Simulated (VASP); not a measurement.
# Os (P6/mmm) in VASP: a series of runs

The runs below take Os through single point, relaxation of cell and atoms, with PBEsol.

All numbers are computed with VASP 6.6.1; they aren't measurements. Logs are shortened: lines on timing, memory, paths and dates and some standing lists are left out, and cuts for length are marked.

## Step 1: The cell of the first run

The structure is hexagonal, space group P6/mmm (No. 191). Conventional cell: a = 4.342 Å, b = 4.342 Å, c = 2.729 Å, α = 90.00°, β = 90.00°, γ = 120.00°. Within 3.6 Å of Os (site symmetry 6/mmm) lie 14 Os at 2.73 to 2.85 Å. Within 3.3 Å of Os (site symmetry -6m2) lie 11 Os at 2.51 to 2.85 Å.

This isn't the form of Os at room conditions, which is hcp.

## Step 2: Single point, PBEsol (14.85 Å³/atom)

INCAR reads:

```
SYSTEM = Os
ALGO = Normal
EDIFF = 1E-6
ENCUT = 520
GGA = PS
ISIF = 2
ISMEAR = -1
LASPH = .True.
LCHARG = .True.
LELF = .True.
LREAL = .False.
LVHAR = .True.
LWAVE = .False.
NBANDS = 19
NELM = 80
PREC = Accurate
SIGMA = 0.1
```

KPOINTS reads:

```
k-points
0
Gamma
  10 10 13
  0 0 0
```

POSCAR reads:

```
Os
1.0
    4.3417534564      0.0000000000      0.0000000000
   -2.1708767282      3.7600687902      0.0000000000
    0.0000000000      0.0000000000      2.7285519463
Os
3
Direct
    0.0000000000      0.0000000000      1.0000000000
    0.3333333333      0.6666666667      0.5000000000
    0.6666666667      0.3333333333      0.5000000000
```

Potentials or basis: VASP PAW PBE potentials, release 64 (Os).

Run with:

```sh
> cat potpaw_PBE.64/Os/POTCAR > POTCAR
> mpirun -np 1 vasp_std > vasp.out
```

OUTCAR:

```text
SYSTEM = Os
   EDIFF = 1E-6
   ENCUT = 520
   GGA = PS
   ISIF = 2
   ISMEAR = -1
   LASPH = .True.
   LREAL = .False.
   NELM = 80
   PREC = Accurate

 ion  position               nearest neighbor table
   1  0.000  0.000  0.000-   2 2.85   3 2.85   2 2.85   3 2.85   2 2.85   2 2.85   3 2.85   3 2.85
                             3 2.85   3 2.85   2 2.85   2 2.85
   2  0.333  0.667  0.500-   3 2.51   3 2.51   3 2.51   1 2.85   1 2.85   1 2.85   1 2.85   1 2.85
                             1 2.85
   3  0.667  0.333  0.500-   2 2.51   2 2.51   2 2.51   1 2.85   1 2.85   1 2.85   1 2.85   1 2.85
                             1 2.85

  LATTYP: Found a hexagonal cell.
 ALAT       =     4.3417534564
 C/A-ratio  =     0.6284446995

  Lattice vectors:

 A1 = (   4.3417534564,   0.0000000000,   0.0000000000)
 A2 = (  -2.1708767282,   3.7600687902,   0.0000000000)
 A3 = (   0.0000000000,   0.0000000000,   2.7285519463)

Analysis of symmetry for initial positions (statically):
=====================================================================
 Subroutine PRICEL returns:
 Original cell was already a primitive cell.

 Routine SETGRP: Setting up the symmetry group for a
 hexagonal supercell.

 Subroutine GETGRP returns: Found 24 space group operations
 (whereof 24 operations were pure point group operations)
 out of a pool of 24 trial point group operations.

The static configuration has the point symmetry D_6h.

Analysis of symmetry for dynamics (positions and initial velocities):
=====================================================================
 Subroutine PRICEL returns:
 Original cell was already a primitive cell.

 Routine SETGRP: Setting up the symmetry group for a
 hexagonal supercell.

 Subroutine GETGRP returns: Found 24 space group operations
 (whereof 24 operations were pure point group operations)
 out of a pool of 24 trial point group operations.

The dynamic configuration has the point symmetry D_6h.

 Subroutine INISYM returns: Found 24 space group operations
 (whereof 24 operations are pure point group operations),
 and found     1 'primitive' translations

----------------------------------------------------------------------------------------

                                     Primitive cell

  volume of cell :      44.5444

  direct lattice vectors                    reciprocal lattice vectors
     4.341753456  0.000000000  0.000000000     0.230321691  0.132976291  0.000000000
    -2.170876728  3.760068790  0.000000000     0.000000000  0.265952581  0.000000000
     0.000000000  0.000000000  2.728551946     0.000000000  0.000000000  0.366494763

  length of vectors
     4.341753456  4.341753456  2.728551946     0.265952581  0.265952581  0.366494763

  position of ions in fractional coordinates (direct lattice)
     0.000000000  0.000000000  0.000000000
     0.333333333  0.666666667  0.500000000
     0.666666667  0.333333333  0.500000000

  ion indices of the primitive-cell ions
   primitive index   ion index
                 1           1
                 2           2
                 3           3

----------------------------------------------------------------------------------------

 KPOINTS: k-points

Automatic generation of k-mesh.
 Grid dimensions read from file:
 generate k-points for:   10   10   13

 Generating k-lattice:

  Cartesian coordinates                     Fractional coordinates (reciprocal lattice)
     0.023032169  0.013297629  0.000000000     0.100000000  0.000000000  0.000000000
     0.000000000  0.026595258  0.000000000     0.000000000  0.100000000  0.000000000
     0.000000000  0.000000000  0.028191905     0.000000000  0.000000000  0.076923077

  Length of vectors
     0.026595258  0.026595258  0.028191905

  Shift w.r.t. Gamma in fractional coordinates (k-lattice)
     0.000000000  0.000000000  0.000000000

 Subroutine IBZKPT returns following result:
 ===========================================

 Found     98 irreducible k-points:

 Following reciprocal coordinates:
            Coordinates               Weight
  0.000000  0.000000  0.000000      1.000000
  0.100000 -0.000000  0.000000      6.000000
  0.200000 -0.000000  0.000000      6.000000
  0.300000  0.000000  0.000000      6.000000
  0.400000 -0.000000  0.000000      6.000000
  0.500000 -0.000000  0.000000      3.000000
[... 16 lines left out ...]
  0.300000  0.100000  0.076923     24.000000
  0.400000  0.100000  0.076923     24.000000
 [... further k-points ...]
   k-points           NKPTS =     98   k-points in BZ     NKDIM =     98   number of bands    NBANDS=     19
   number of dos      NEDOS =    301   number of ions     NIONS =      3
   total plane-waves  NPLWV =  20480
   dimension x,y,z NGX =    32 NGY =   32 NGZ =   20
   dimension x,y,z NGXF=    64 NGYF=   64 NGZF=   40
   ions per type =               3
   NGX,Y,Z   is equivalent  to a cutoff of  12.25, 12.25, 12.19 a.u.
   NGXF,Y,Z  is equivalent  to a cutoff of  24.51, 24.51, 24.37 a.u.
 SYSTEM =  Os
   PREC   = accura    normal or accurate (medium, high low for compatibility)
   ISTART =      0    job   : 0-new  1-cont  2-samecut
   ICHARG =      2    charge: 1-file 2-atom 10-const
   ISPIN  =      1    spin polarized calculation?
   LNONCOLLINEAR =      F non collinear calculations
   LSORBIT =      F    spin-orbit coupling
   LASPH  =      T    aspherical Exc in radial PAW
   ENCUT  =  520.0 eV  38.22 Ry    6.18 a.u.   8.07  8.07  5.07*2*pi/ulx,y,z
   NELM   =     80;   NELMIN=  2; NELMDL= -5     # of ELM steps
   EDIFF  = 0.1E-05   stopping-criterion for ELM
   LREAL  =      F    real-space projection
   EDIFFG = 0.1E-04   stopping-criterion for IOM
   NSW    =      0    number of steps for IOM
   IBRION =     -1    ionic relax: 0-MD 1-quasi-New 2-CG
   NFREE  =      0    steps in history (QN), initial steepest desc. (CG)
   ISIF   =      2    stress and relaxation
   ISYM   =      2    0-nonsym 1-usesym 2-fastsym
   POTIM  = 0.5000    time-step for ionic-motion
   TEBEG  =    0.0;   TEEND  =   0.0 temperature during run
   PSTRESS=    0.0 pullay stress
   NELECT =      24.0000    total number of electrons
   NUPDOWN=      -1.0000    fix difference up-down
   EMIN   =  10.00;   EMAX   =-10.00  energy-range for DOS
   EFERMI =   0.00;   METHOD = LEGACY
   ISMEAR =    -1;   SIGMA  =   0.10  broadening in eV -4-tet -1-fermi 0-gaus
   EFERMI_NEDOS =   21; number of points for ismear=-14 and -15
   IALGO  =     38    algorithm
   IMIX   =      4    mixing-type and parameters
     AMIX     =   0.40;   BMIX     =  1.00
     AMIX_MAG =   1.60;   BMIX_MAG =  1.00
  volume/ion in A,a.u.               =      14.85       100.20
  Fermi-wavevector in a.u.,A,eV,Ry     =   1.332133  2.517366 24.144597  1.774578
  Thomas-Fermi vector in A             =   2.461091
   LORBIT       =      0    0 simple, 1 ext, 2 COOP (PROOUT), +10 PAW based schemes
   GGA     = PS    functional components
   LHFCALC =     F    Hartree Fock is set to
   AEXX    =    0.0000 exact exchange contribution
   IVDW    =     0    specifies the selected vdW correction
   LEPSILON=     F    determine dielectric tensor
   LRPA    =     F    only Hartree local field effects (RPA)
 non-spin polarized calculation
  energy-cutoff  :      520.00
  volume of cell :       44.54
 maximum number of plane-waves:      1217
   NGX = 17   NGY = 17   NGZ = 11

 number of electron      24.0000000 magnetization

 Free energy of the ion-electron system (eV)
  ---------------------------------------------------
  ext. energy  EPLUGINS =         0.00000000
  ---------------------------------------------------
  free energy    TOTEN  =       -35.58293065 eV

  energy without entropy =      -35.50471803  energy(sigma->0) =      -35.54382434

 E-fermi :   8.6097     XC(G=0): -13.7959

 val. band max:        8.5814566817   @ k =   0.3000   0.2000   0.2308
 cond. band min:       8.6201749743   @ k =   0.1000   0.1000   0.1538
 fundamental gap:      0.0387182926
 Fermi energy:         8.6097302351

 k-point     1 :       0.0000    0.0000    0.0000
  band No.  band energies     occupation
      1      -2.0140      2.00000
      2       1.8706      2.00000
      3       4.3987      2.00000
      4       4.5748      2.00000
      5       4.5748      2.00000
      6       4.6187      2.00000
[... 11 lines left out ...]
     18      16.9649      0.00000
     19      17.9880      0.00000

 k-point     2 :       0.1000   -0.0000    0.0000
  band No.  band energies     occupation
      1      -1.8533      2.00000
      2       1.9244      2.00000
      3       3.6887      2.00000
      4       4.1305      2.00000
      5       4.2328      2.00000
      6       5.0276      2.00000
[... 11 lines left out ...]
     18      16.3054      0.00000
     19      16.3188      0.00000

 k-point     3 :       0.2000   -0.0000    0.0000
  band No.  band energies     occupation
      1      -1.3882      2.00000
      2       2.0071      2.00000
      3       2.8784      2.00000
      4       3.7258      2.00000
      5       3.8516      2.00000
      6       5.0327      2.00000
[... 11 lines left out ...]
     18      14.6698      0.00000
     19      16.4172      0.00000

 k-point     4 :       0.3000    0.0000    0.0000
  band No.  band energies     occupation
      1      -0.6703      2.00000
      2       1.7215      2.00000
      3       2.5491      2.00000
      4       3.2850      2.00000
      5       3.7459      2.00000
      6       4.7827      2.00000
[... 407 lines left out ...]
     18      13.6475      0.00000
     19      17.1701      0.00000

 k-point    23 :       0.3000    0.1000    0.0769
  band No.  band energies     occupation
      1      -0.0177      2.00000
      2       1.6161      2.00000
      3       2.3330      2.00000
      4       3.2820      2.00000
      5       3.9868      2.00000
      6       4.7719      2.00000
[... 11 lines left out ...]
     18      12.3903      0.00000
     19      17.5555      0.00000

 k-point    24 :       0.4000    0.1000    0.0769
  band No.  band energies     occupation
      1       0.7902      2.00000
      2       1.3422      2.00000
      3       1.7588      2.00000
      4       3.7295      2.00000
      5       3.8952      2.00000
      6       4.2879      2.00000
[... 11 lines left out ...]
     18      11.3249      0.00000
     19      17.7667      0.00000

 [... further k-points ...]

------------------------ aborting loop because EDIFF is reached ----------------------------------------

  FORCE on cell =-STRESS in cart. coord.  units (eV):
  Direction    XX          YY          ZZ          XY          YZ          ZX
  --------------------------------------------------------------------------------------
  -------------------------------------------------------------------------------------
  Total       -4.3026771     -4.3026771     -3.4728731      0.0000000      0.0000000      0.0000000
  in kB     -154.7590890   -154.7590890   -124.9126222      0.0000000      0.0000000      0.0000000
  external PRESSURE =    -144.8102667 kB  Pullay stress =       0.0000000 kB

 VOLUME and BASIS-vectors are now :
 -----------------------------------------------------------------------------
  energy-cutoff  :      520.00
  volume of cell :       44.54
      direct lattice vectors                 reciprocal lattice vectors
     4.341753456  0.000000000  0.000000000     0.230321691  0.132976291  0.000000000
    -2.170876728  3.760068790  0.000000000     0.000000000  0.265952581  0.000000000
     0.000000000  0.000000000  2.728551946     0.000000000  0.000000000  0.366494763

 POSITION                                       TOTAL-FORCE (eV/Angst)
 -----------------------------------------------------------------------------------
      0.00000      0.00000      0.00000        -0.000000      0.000000      0.000000
     -0.00000      2.50671      1.36428        -0.000000      0.000000     -0.000000
      2.17088      1.25336      1.36428         0.000000      0.000000      0.000000
 -----------------------------------------------------------------------------------
    total drift:                               -0.000000      0.000000      0.000000

  FREE ENERGIE OF THE ION-ELECTRON SYSTEM (eV)
  ---------------------------------------------------
  free  energy   TOTEN  =       -35.5829306479 eV

  energy  without entropy=      -35.5047180251  energy(sigma->0) =      -35.54382434
```

Wall time 40 s (1 thread of Intel Xeon Platinum 8488C (Sapphire Rapids), shared host); peak memory 0.19 GiB.

Results:

```yaml
Free_energy: -35.5829 eV
Pressure: -14.5 GPa
Band_gap_on_the_k_mesh: zero (bands 12 and 13 overlap by 2.41 eV)
```

Caveat: the cell stands under tension; the PAW data sets were made with another functional, which shifts forces and pressure a little; spin-orbit coupling is left out, which moves the levels of the heavy elements.

## Step 3: Single point, PBEsol (15.42 Å³/atom)

This run uses another cell than the first one, of 15.42 Å³/atom.

INCAR reads:

```
SYSTEM = Os
PREC = Accurate
ENCUT = 520
EDIFF = 1E-6
ISMEAR = -1
SIGMA = 0.1
LREAL = .FALSE.
LASPH = .TRUE.
NELM = 100
ALGO = Normal
ISIF = 2
LWAVE = .FALSE.
LCHARG = .TRUE.
GGA = PS
LELF = .TRUE.
LVHAR = .TRUE.
NBANDS = 19
```

KPOINTS reads:

```
regular mesh
0
G
  10 10 13
  0 0 0
```

POSCAR reads:

```
Os
1.0
    4.3967181959      0.0000000000      0.0000000000
   -2.1983590979      3.8076696509      0.0000000000
    0.0000000000      0.0000000000      2.7630942455
Os
3
Direct
    0.0000000000      0.0000000000      1.0000000000
    0.3333333333      0.6666666667      0.5000000000
    0.6666666667      0.3333333333      0.5000000000
```

Potentials or basis: VASP PAW PBE potentials, release 64 (Os).

Run with:

```sh
> cat potpaw_PBE.64/Os/POTCAR > POTCAR
> mpirun -np 1 vasp_std > vasp.out
```

It took 64 s on 1 thread of Intel Xeon Platinum 8488C (Sapphire Rapids), shared host; peak memory 0.22 GiB.

Results (log left out):

| Property | Result |
| --- | --- |
| Free energy | -35.3646 eV |
| Pressure | -26.1 GPa |
| Band gap on the k mesh | zero (bands 12 and 13 overlap by 2.26 eV) |

Stress tensor (GPa, compression positive):
```
-27.65   0.00   0.00
  0.00 -27.65   0.00
  0.00   0.00 -23.12
```

Levels at points of the mesh, in eV from the Fermi level:
| k point | band 9 | band 10 | band 11 | band 12 | band 13 | band 14 | band 15 | band 16 |
| --- | --- | --- | --- | --- | --- | --- | --- | --- |
| (0.00, 0.00, 0.00) | -2.18 | -2.18 | -1.41 | -1.41 | -1.34 | -1.34 | 2.13 | 2.13 |
| (0.50, 0.00, 0.00) | -2.70 | -1.16 | -1.12 | 0.07 | 0.28 | 1.09 | 1.10 | 1.17 |

Caveat: the cell stands under tension; the PAW data sets were made with another functional, which shifts forces and pressure a little; spin-orbit coupling is left out, which moves the levels of the heavy elements.

## Step 4: Relaxation of cell and atoms, PBEsol

This run uses another cell than the first one, of 13.99 Å³/atom.

INCAR reads:

```
ALGO = Normal
EDIFF = 1E-6
EDIFFG = -0.01
ENCUT = 600
GGA = PS
IBRION = 2
ISIF = 3
ISMEAR = -1
LASPH = T
LCHARG = F
LREAL = F
LWAVE = F
NELM = 60
NSW = 80
PREC = Accurate
SIGMA = 0.1
```

KPOINTS reads:

```
k-points
0
Gamma
  9 9 12
```

POSCAR reads:

```
Os
1.0
    4.2920416892      0.0000000000      0.0000000000
   -2.1460208446      3.7170171370      0.0000000000
    0.0000000000      0.0000000000      2.6310215555
Os
3
Direct
    0.0000000000      0.0000000000      0.0000000000
    0.3333333333      0.6666666667      0.5000000000
    0.6666666667      0.3333333333      0.5000000000
```

Run with:

```sh
> cat potpaw_PBE.64/Os/POTCAR > POTCAR
> mpirun -np 1 vasp_std > vasp.out
```

Run time: 3.7 min. Hardware: 1 thread of Intel Xeon Platinum 8488C (Sapphire Rapids), shared host; peak memory 0.22 GiB.

The run converged. Its results:

```
Free energy                           : -35.6530 eV
Relaxed volume                        : 14.29 Å³/atom
Relaxed cell                          : a = 4.286 Å, b = 4.286 Å, c = 2.695 Å, α = 90.00°, β = 90.00°, γ = 120.00°
Space group after relaxing (to 0.1 Å) : P6/mmm (No. 191)
Energy gained by relaxing             : 18.8 meV/atom
Ionic steps                           : 9
Pressure after relaxing               : 0.1 GPa
Band gap on the k mesh                : zero (bands 12 and 13 overlap by 2.92 eV)
```

Step by step:
| step | energy change (eV) | largest force (eV/Å) | pressure (GPa) | volume (Å³) |
| --- | --- | --- | --- | --- |
| 1 | 0.0000 | 0.0000 | 8.61 | 41.97 |
| 2 | 0.3298 | 0.0000 | -26.73 | 46.65 |
| 3 | -0.0494 | 0.0000 | -2.96 | 43.16 |
| 4 | -0.0496 | 0.0000 | -2.39 | 43.10 |
| 5 | -0.0297 | 0.0000 | 5.52 | 42.42 |
| 6 | -0.0563 | 0.0000 | 0.07 | 42.87 |
| 7 | -0.0563 | 0.0000 | 0.10 | 42.87 |
| 8 | -0.0563 | 0.0000 | -0.20 | 42.90 |
| 9 | -0.0564 | 0.0000 | 0.06 | 42.88 |

Final structure:
```xyz
3
Lattice="4.2861 0.0000 0.0000 -2.1431 3.7119 0.0000 0.0000 0.0000 2.6950" Properties=species:S:1:pos:R:3 pbc="T T T"
Os    0.0000    0.0000    2.6950
Os    0.0000    2.4746    1.3475
Os    2.1431    1.2373    1.3475
```

Levels at points of the mesh, in eV from the Fermi level:
```csv
k point,band 10,band 11,band 12,band 13,band 14,band 15
"(0.00, 0.00, 0.00)",-2.47,-1.62,-1.62,-1.57,-1.57,2.41
"(0.00, 0.00, 0.50)",-2.40,1.02,1.02,1.95,1.95,3.43
```

Caveat: the PAW data sets were made with another functional, which shifts forces and pressure a little; spin-orbit coupling is left out, which moves the levels of the heavy elements.

## Step 5: The runs side by side

```csv
task,cell,k mesh,cutoff (eV),gap on the mesh (eV),pressure (GPa)
single point,"a = 4.342, b = 4.342, c = 2.729 Å, angles 90.0, 90.0, 120.0°, 3 atoms",10 × 10 × 13,520,none,-14.5
single point,"a = 4.397, b = 4.397, c = 2.763 Å, angles 90.0, 90.0, 120.0°, 3 atoms",10 × 10 × 13,520,none,-26.1
relaxation of cell and atoms,"relaxed from a = 4.292, b = 4.292, c = 2.631 Å, angles 90.0, 90.0, 120.0°, 3 atoms",9 × 9 × 12,600,none,0.1
```

Alike in all rows: level PBEsol; potentials or basis VASP PAW PBE potentials, release 64 (Os); no spin polarisation; smearing fermi-dirac 0.1 eV.

Caveats: the PAW data sets were made with another functional, which shifts forces and pressure a little; spin-orbit coupling is left out, which moves the levels of the heavy elements; the cell stands under tension (at least some runs).

Total energies depend on the potentials used, so only differences within one code and one set of settings carry meaning.
